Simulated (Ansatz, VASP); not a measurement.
## PbO in VASP and in Ansatz

```
Pb O
1.0
     3.97440    0.00000    0.00000
     0.00000    3.97440    0.00000
     0.00000    0.00000    5.02200
Pb O
2 2
Direct
  0.00000 0.50000 0.24026
  0.50000 0.00000 0.75974
  0.00000 0.00000 0.00000
  0.50000 0.50000 0.00000
```

Alike in both runs: task electric field gradients; functional r2SCAN; k mesh 6 × 6 × 5; occupations fermi-dirac, width 0.02 eV; no spin polarisation.

|  | VASP | Ansatz |
| --- | --- | --- |
| version | VASP 6.6.1 | Ansatz 0.2.0 |
| potentials or method | VASP PAW PBE potentials, release 64 (Pb_d, O) | plane-wave PAW, scalar-relativistic |
| plane-wave cutoff (eV) | 520 | 500 |
| valence electrons in the cell | 40 | 40 |

Ansatz gave:

```
gap on the k mesh at the Fermi level (eV)                     : 1.42
pressure (GPa)                                                : 0.1
traceless stress, the component that is largest in VASP (GPa) : -0.52
rms of the force components (eV/Å)                            : 0.154
size of Vzz on the site where it differs most (V/Å²)          : 262.1
```

Problem. Estimate VASP's values.

Solution. gap on the k mesh at the Fermi level (eV): 1.42; pressure (GPa): 0.6; traceless stress, the component that is largest in VASP (GPa): -0.62; rms of the force components (eV/Å): 0.110; size of Vzz on the site where it differs most (V/Å²): 274.8.

VASP's potentials were made for PBE, not for r2SCAN. Atom by atom the forces differ by 0.044 eV/Å (rms over components). With one functional, cell and mesh, what is left measures potentials, basis and numerics.

Spin-orbit coupling is off throughout.
